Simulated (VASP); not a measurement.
BN:

```
CELL_PARAMETERS angstrom
0.00000 1.78074 1.70569
1.78074 0.00000 1.70569
1.78074 1.78074 0.00000
ATOMIC_POSITIONS crystal
B 0.00000 0.00000 0.00000
N 0.50000 0.50000 0.50000
```

This cell differs from its parent crystal: epitaxial xy strain +2.0%.

Base run:

- Program: VASP 6.6.1
- Functional: PBE
- Potentials or basis: VASP PAW PBE potentials, release 64 (B, N)
- Cutoff: 520 eV
- k mesh: 12 × 12 × 12
- Occupations: fermi-dirac, width 0.02 eV
- Spin: no spin polarisation

Its results: band gap on the k mesh 0.47 eV, indirect (least direct gap 5.36 eV); pressure -1.3 GPa.

**Question.** The run is repeated on the same cell with these changes: functional from PBE to r2SCAN; occupations from fermi-dirac, width 0.02 eV to gaussian, width 0.01 eV. What comes out?

**Answer.** Band gap on the k mesh 0.58 eV, indirect (least direct gap 5.99 eV); pressure -4.8 GPa.

Caveats: the PAW data sets were made with another functional, which shifts forces and pressure a little (some runs).

A k mesh can miss the band edges.
